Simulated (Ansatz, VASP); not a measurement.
## Pb in VASP and in Ansatz

INCAR

```
  PREC = Accurate
  ENCUT = 520
  EDIFF = 1E-6
  ISMEAR = -1
  SIGMA = 0.08
  LREAL = F
  LASPH = T
  NELM = 100
  ALGO = Normal
  ISIF = 2
  LWAVE = F
  LCHARG = T
  GGA = PS
  LELF = T
  LVHAR = T
  NBANDS = 13
```

File KPOINTS:

```
regular mesh
0
Gamma
  10 10 10
```

POSCAR

```
Pb
1.0
   -1.9796595667      1.9796595667      1.9796595667
    1.9796595667     -1.9796595667      1.9796595667
    1.9796595667      1.9796595667     -1.9796595667
Pb
1
Direct
    0.0000000000      0.0000000000      0.0000000000
```

Input for Ansatz:

```yaml
crystal:
  lattice:
    - [-1.9796595667, 1.9796595667, 1.9796595667]
    - [1.9796595667, -1.9796595667, 1.9796595667]
    - [1.9796595667, 1.9796595667, -1.9796595667]
  atoms:
    - { symbol: Pb, position: [0.0, 0.0, 0.0] }
kpoints:
  mp_grid: { grid: [10, 10, 10] }
scf:
  occupations: { method: fermi_dirac, width: 0.08 }
hamiltonian:
  xc: pbesol
  pseudopotentials: { kind: all_electron, lapw: { basis_error: 0.00025 } }
output:
  forces: true
  stress: true
  eigenvalues: true
```

Alike in both runs: task single point; functional PBEsol; k mesh 10 × 10 × 10; occupations fermi-dirac, width 0.08 eV; no spin polarisation.

|  | VASP | Ansatz |
| --- | --- | --- |
| version | VASP 6.6.1 | Ansatz 0.2.0 |
| potentials or method | VASP PAW PBE potentials, release 64 (Pb_d), cutoff 520 eV | all-electron LAPW, scalar-relativistic |

|  | VASP | Ansatz | Ansatz less VASP |
| --- | --- | --- | --- |
| pressure (GPa) | -1.6 | -1.5 | +0.09 |

VASP's potentials were made for PBE, not for PBEsol. Ansatz ran all-electron here, and VASP with PAW potentials.

Spin-orbit coupling is off throughout.
